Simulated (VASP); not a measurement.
# Re (Fm-3m) in VASP: further runs

Runs on Re. Level: PBE. Tasks: single point.

Program: VASP 6.6.1. These are calculated values, not measurements. Logs are shortened: lines on timing, memory, paths and dates and some standing lists are left out, and cuts for length are marked.

## (1) The cell of the first run

Symmetry: Fm-3m, No. 225, cubic system. The conventional cell has a = 3.869 Å, b = 3.869 Å, c = 3.869 Å, α = 90.00°, β = 90.00°, γ = 90.00°. Within 3.6 Å of Re (site symmetry m-3m) lie 12 Re at 2.74 Å.

## (2) Single point, PBE

Contents of INCAR:

```
SYSTEM = Re
  PREC = Accurate
  ENCUT = 520
  EDIFF = 1E-6
  ISMEAR = 0
  SIGMA = 0.05
  LREAL = .False.
  LASPH = .True.
  NELM = 80
  ALGO = Normal
  ISIF = 2
  LWAVE = .False.
  LCHARG = .False.
  GGA = PE
  NBANDS = 10
```

Contents of KPOINTS:

```
Automatic mesh
0
Gamma
  14 14 14
  0 0 0
```

Contents of POSCAR:

```
Re
1.0
    0.0000000000      1.9346825647      1.9346825647
    1.9346825647      0.0000000000      1.9346825647
    1.9346825647      1.9346825647      0.0000000000
Re
1
Direct
    0.0000000000      0.0000000000      0.0000000000
```

Potentials or basis: VASP PAW PBE potentials, release 64 (Re).

On the command line:

```bash
$ cat potpaw_PBE.64/Re/POTCAR > POTCAR
$ mpirun -np 1 vasp_std > vasp.out
```

OUTCAR:

```text
SYSTEM = Re
   PREC = Accurate
   ENCUT = 520
   EDIFF = 1E-6
   ISMEAR = 0
   LREAL = .False.
   LASPH = .True.
   NELM = 80
   ISIF = 2
   GGA = PE

 ion  position               nearest neighbor table
   1  0.000  0.000  0.000-

  LATTYP: Found a face centered cubic cell.
 ALAT       =     3.8693651294

  Lattice vectors:

 A1 = (   0.0000000000,   1.9346825647,   1.9346825647)
 A2 = (   1.9346825647,   0.0000000000,   1.9346825647)
 A3 = (   1.9346825647,   1.9346825647,   0.0000000000)

Analysis of symmetry for initial positions (statically):
=====================================================================
 Subroutine PRICEL returns:
 Original cell was already a primitive cell.

 Routine SETGRP: Setting up the symmetry group for a
 face centered cubic supercell.

 Subroutine GETGRP returns: Found 48 space group operations
 (whereof 48 operations were pure point group operations)
 out of a pool of 48 trial point group operations.

The static configuration has the point symmetry O_h .

Analysis of symmetry for dynamics (positions and initial velocities):
=====================================================================
 Subroutine PRICEL returns:
 Original cell was already a primitive cell.

 Routine SETGRP: Setting up the symmetry group for a
 face centered cubic supercell.

 Subroutine GETGRP returns: Found 48 space group operations
 (whereof 48 operations were pure point group operations)
 out of a pool of 48 trial point group operations.

The dynamic configuration has the point symmetry O_h .

 Subroutine INISYM returns: Found 48 space group operations
 (whereof 48 operations are pure point group operations),
 and found     1 'primitive' translations

----------------------------------------------------------------------------------------

                                     Primitive cell

  volume of cell :      14.4830

  direct lattice vectors                    reciprocal lattice vectors
     0.000000000  1.934682565  1.934682565    -0.258440330  0.258440330  0.258440330
     1.934682565  0.000000000  1.934682565     0.258440330 -0.258440330  0.258440330
     1.934682565  1.934682565  0.000000000     0.258440330  0.258440330 -0.258440330

  length of vectors
     2.736054322  2.736054322  2.736054322     0.447631782  0.447631782  0.447631782

  position of ions in fractional coordinates (direct lattice)
     0.000000000  0.000000000  0.000000000

  ion indices of the primitive-cell ions
   primitive index   ion index
                 1           1

----------------------------------------------------------------------------------------

 KPOINTS: Automatic mesh

Automatic generation of k-mesh.
 Grid dimensions read from file:
 generate k-points for:   14   14   14

 Generating k-lattice:

  Cartesian coordinates                     Fractional coordinates (reciprocal lattice)
    -0.018460024  0.018460024  0.018460024     0.071428571  0.000000000  0.000000000
     0.018460024 -0.018460024  0.018460024     0.000000000  0.071428571  0.000000000
     0.018460024  0.018460024 -0.018460024     0.000000000  0.000000000  0.071428571

  Length of vectors
     0.031973699  0.031973699  0.031973699

  Shift w.r.t. Gamma in fractional coordinates (k-lattice)
     0.000000000  0.000000000  0.000000000

 Subroutine IBZKPT returns following result:
 ===========================================

 Found    104 irreducible k-points:

 Following reciprocal coordinates:
            Coordinates               Weight
  0.000000  0.000000  0.000000      1.000000
  0.071429  0.000000  0.000000      8.000000
  0.142857  0.000000  0.000000      8.000000
  0.214286  0.000000  0.000000      8.000000
  0.285714  0.000000  0.000000      8.000000
  0.357143  0.000000  0.000000      8.000000
[... 16 lines left out ...]
  0.214286  0.142857  0.000000     24.000000
  0.285714  0.142857  0.000000     24.000000
 [... further k-points ...]
   k-points           NKPTS =    104   k-points in BZ     NKDIM =    104   number of bands    NBANDS=     10
   number of dos      NEDOS =    301   number of ions     NIONS =      1
   total plane-waves  NPLWV =   8000
   dimension x,y,z NGX =    20 NGY =   20 NGZ =   20
   dimension x,y,z NGXF=    40 NGYF=   40 NGZF=   40
   ions per type =               1
   NGX,Y,Z   is equivalent  to a cutoff of  12.15, 12.15, 12.15 a.u.
   NGXF,Y,Z  is equivalent  to a cutoff of  24.30, 24.30, 24.30 a.u.
 SYSTEM =  Re
   PREC   = accura    normal or accurate (medium, high low for compatibility)
   ISTART =      0    job   : 0-new  1-cont  2-samecut
   ICHARG =      2    charge: 1-file 2-atom 10-const
   ISPIN  =      1    spin polarized calculation?
   LNONCOLLINEAR =      F non collinear calculations
   LSORBIT =      F    spin-orbit coupling
   LASPH  =      T    aspherical Exc in radial PAW
   ENCUT  =  520.0 eV  38.22 Ry    6.18 a.u.   5.09  5.09  5.09*2*pi/ulx,y,z
   NELM   =     80;   NELMIN=  2; NELMDL= -5     # of ELM steps
   EDIFF  = 0.1E-05   stopping-criterion for ELM
   LREAL  =      F    real-space projection
   EDIFFG = 0.1E-04   stopping-criterion for IOM
   NSW    =      0    number of steps for IOM
   IBRION =     -1    ionic relax: 0-MD 1-quasi-New 2-CG
   NFREE  =      0    steps in history (QN), initial steepest desc. (CG)
   ISIF   =      2    stress and relaxation
   ISYM   =      2    0-nonsym 1-usesym 2-fastsym
   POTIM  = 0.5000    time-step for ionic-motion
   TEBEG  =    0.0;   TEEND  =   0.0 temperature during run
   PSTRESS=    0.0 pullay stress
   NELECT =       7.0000    total number of electrons
   NUPDOWN=      -1.0000    fix difference up-down
   EMIN   =  10.00;   EMAX   =-10.00  energy-range for DOS
   EFERMI =   0.00;   METHOD = LEGACY
   ISMEAR =     0;   SIGMA  =   0.05  broadening in eV -4-tet -1-fermi 0-gaus
   EFERMI_NEDOS =   21; number of points for ismear=-14 and -15
   IALGO  =     38    algorithm
   IMIX   =      4    mixing-type and parameters
     AMIX     =   0.40;   BMIX     =  1.00
     AMIX_MAG =   1.60;   BMIX_MAG =  1.00
  volume/ion in A,a.u.               =      14.48        97.74
  Fermi-wavevector in a.u.,A,eV,Ry     =   1.284757  2.427839 22.457798  1.650602
  Thomas-Fermi vector in A             =   2.416932
   LORBIT       =      0    0 simple, 1 ext, 2 COOP (PROOUT), +10 PAW based schemes
   GGA     = PE    functional components
   LHFCALC =     F    Hartree Fock is set to
   AEXX    =    0.0000 exact exchange contribution
   IVDW    =     0    specifies the selected vdW correction
   LEPSILON=     F    determine dielectric tensor
   LRPA    =     F    only Hartree local field effects (RPA)
 non-spin polarized calculation
 Gauss-broadening in eV      SIGMA  =   0.05
  energy-cutoff  :      520.00
  volume of cell :       14.48
 maximum number of plane-waves:       399
   NGX = 11   NGY = 11   NGZ = 11

 number of electron       7.0000001 magnetization

 Free energy of the ion-electron system (eV)
  ---------------------------------------------------
  ext. energy  EPLUGINS =         0.00000000
  ---------------------------------------------------
  free energy    TOTEN  =       -12.33651786 eV

  energy without entropy =      -12.33511214  energy(sigma->0) =      -12.33581500

 E-fermi :   8.3361     XC(G=0): -13.8174

 val. band max:        8.3122254318   @ k =   0.5000   0.3571   0.0000
 cond. band min:       8.3669048552   @ k =  -0.1429   0.1429   0.0000
 fundamental gap:      0.0546794233
 Fermi energy:         8.3361116615

 k-point     1 :       0.0000    0.0000    0.0000
  band No.  band energies     occupation
      1      -1.8922      2.00000
      2       6.3974      2.00000
      3       6.3974      2.00000
      4       6.3974      2.00000
      5       9.6672      0.00000
      6       9.6672      0.00000
      7      22.2743      0.00000
      8      28.0307      0.00000
      9      28.0307      0.00000
     10      28.0307      0.00000

 k-point     2 :       0.0714    0.0000    0.0000
  band No.  band energies     occupation
      1      -1.6510      2.00000
      2       6.2328      2.00000
      3       6.5102      2.00000
      4       6.5102      2.00000
      5       9.5755      0.00000
      6       9.5755      0.00000
      7      22.7445      0.00000
      8      26.8846      0.00000
      9      28.4742      0.00000
     10      28.4742      0.00000

 k-point     3 :       0.1429    0.0000    0.0000
  band No.  band energies     occupation
      1      -0.9737      2.00000
      2       5.8544      2.00000
      3       6.7700      2.00000
      4       6.7700      2.00000
      5       9.4221      0.00000
      6       9.4221      0.00000
      7      23.8418      0.00000
      8      25.2191      0.00000
      9      29.7377      0.00000
     10      29.7377      0.00000

 k-point     4 :       0.2143    0.0000    0.0000
  band No.  band energies     occupation
      1      -0.0278      2.00000
      2       5.5546      2.00000
      3       6.9202      2.00000
      4       6.9202      2.00000
      5       9.5489      0.00000
      6       9.5489      0.00000
      7      23.0599      0.00000
      8      25.8497      0.00000
      9      31.6487      0.00000
     10      31.6487      0.00000

 k-point     5 :       0.2857    0.0000    0.0000
  band No.  band energies     occupation
      1       0.8376      2.00000
      2       5.7398      2.00000
      3       6.7711      2.00000
      4       6.7711      2.00000
      5      10.1897      0.00000
      6      10.1897      0.00000
      7      21.6460      0.00000
      8      25.9587      0.00000
      9      32.9789      0.00000
     10      33.5154      0.00000

 k-point     6 :       0.3571    0.0000    0.0000
  band No.  band energies     occupation
      1       1.2692      2.00000
      2       6.4896      2.00000
      3       6.4896      2.00000
      4       6.6797      2.00000
      5      11.1182      0.00000
      6      11.1182      0.00000
      7      20.3885      0.00000
      8      24.0391      0.00000
      9      31.2434      0.00000
     10      31.2434      0.00000

 k-point     7 :       0.4286    0.0000    0.0000
  band No.  band energies     occupation
      1       1.3559      2.00000
      2       6.2648      2.00000
      3       6.2648      2.00000
      4       7.9601      2.00000
      5      11.9451      0.00000
      6      11.9451      0.00000
      7      19.2016      0.00000
      8      22.3391      0.00000
      9      29.3643      0.00000
     10      29.3643      0.00000

 k-point     8 :       0.5000    0.0000    0.0000
  band No.  band energies     occupation
      1       1.3543      2.00000
      2       6.1821      2.00000
      3       6.1821      2.00000
      4       8.6034      0.00000
      5      12.2836      0.00000
      6      12.2836      0.00000
      7      18.5758      0.00000
      8      21.7796      0.00000
      9      28.6732      0.00000
     10      28.6732      0.00000

 k-point     9 :       0.0714    0.0714    0.0000
  band No.  band energies     occupation
      1      -1.5700      2.00000
      2       6.0986      2.00000
      3       6.5950      2.00000
      4       6.5950      2.00000
      5       9.3016      0.00000
      6       9.7748      0.00000
      7      22.9078      0.00000
      8      27.1973      0.00000
      9      28.2358      0.00000
     10      28.2358      0.00000
[... 118 lines left out ...]
 k-point    19 :      -0.2143    0.0714    0.0000
  band No.  band energies     occupation
      1       0.4953      2.00000
      2       5.3505      2.00000
      3       6.8500      2.00000
      4       7.0833      2.00000
      5       9.0434      0.00000
      6      10.4475      0.00000
      7      22.9227      0.00000
      8      26.3707      0.00000
      9      30.6202      0.00000
     10      32.0518      0.00000

 k-point    20 :      -0.1429    0.0714    0.0000
  band No.  band energies     occupation
      1      -0.4765      2.00000
      2       5.5586      2.00000
      3       6.9234      2.00000
      4       6.9849      2.00000
      5       8.8825      0.00000
      6       9.8893      0.00000
      7      24.2895      0.00000
      8      25.1657      0.00000
      9      29.2829      0.00000
     10      31.3194      0.00000

 k-point    21 :      -0.0714    0.0714    0.0000
  band No.  band energies     occupation
      1      -1.2618      2.00000
      2       5.9557      2.00000
      3       6.6714      2.00000
      4       6.7282      2.00000
      5       9.2127      0.00000
      6       9.7005      0.00000
      7      23.4770      0.00000
      8      26.0098      0.00000
      9      28.4375      0.00000
     10      29.5436      0.00000

 k-point    22 :       0.1429    0.1429    0.0000
  band No.  band energies     occupation
      1      -0.6601      2.00000
      2       5.3465      2.00000
      3       7.1809      2.00000
      4       7.1809      2.00000
      5       8.3744      0.27834
      6      10.0851      0.00000
      7      24.6481      0.00000
      8      26.4568      0.00000
      9      28.6628      0.00000
     10      28.6628      0.00000

 k-point    23 :       0.2143    0.1429    0.0000
  band No.  band energies     occupation
      1       0.0792      2.00000
      2       4.9202      2.00000
      3       7.2630      2.00000
      4       7.5451      2.00000
      5       8.2712      1.93350
      6      10.3182      0.00000
      7      25.3918      0.00000
      8      26.0660      0.00000
      9      29.0760      0.00000
     10      29.6137      0.00000

 k-point    24 :       0.2857    0.1429    0.0000
  band No.  band energies     occupation
      1       1.0057      2.00000
      2       4.6719      2.00000
      3       6.6800      2.00000
      4       7.6727      2.00000
      5       9.1919      0.00000
      6      10.8059      0.00000
      7      23.9045      0.00000
      8      27.1547      0.00000
      9      29.5240      0.00000
     10      29.9827      0.00000

 [... further k-points ...]
[... 5 lines left out ...]
  --------------------------------------------------------------------------------------
  -------------------------------------------------------------------------------------
  Total        1.1889904      1.1889904      1.1889904      0.0000000      0.0000000      0.0000000
  in kB      131.5314976    131.5314976    131.5314976      0.0000000      0.0000000      0.0000000
  external PRESSURE =     131.5314976 kB  Pullay stress =       0.0000000 kB

 VOLUME and BASIS-vectors are now :
 -----------------------------------------------------------------------------
  energy-cutoff  :      520.00
  volume of cell :       14.48
      direct lattice vectors                 reciprocal lattice vectors
     0.000000000  1.934682565  1.934682565    -0.258440330  0.258440330  0.258440330
     1.934682565  0.000000000  1.934682565     0.258440330 -0.258440330  0.258440330
     1.934682565  1.934682565  0.000000000     0.258440330  0.258440330 -0.258440330

 POSITION                                       TOTAL-FORCE (eV/Angst)
 -----------------------------------------------------------------------------------
      0.00000      0.00000      0.00000         0.000000      0.000000      0.000000
 -----------------------------------------------------------------------------------
    total drift:                               -0.000000     -0.000000      0.000000

  FREE ENERGIE OF THE ION-ELECTRON SYSTEM (eV)
  ---------------------------------------------------
  free  energy   TOTEN  =       -12.3365178646 eV

  energy  without entropy=      -12.3351121395  energy(sigma->0) =      -12.33581500
```

It took 9.5 s on 1 thread of AMD EPYC 7R13 (Zen 3), shared host; peak memory 0.1 GiB.

Results:

```
Free energy : -12.3365 eV
Pressure    : 13.2 GPa
```

Caveat: spin-orbit coupling is left out, which moves the levels of the heavy elements.

(Part 1 of 2 ends here.)
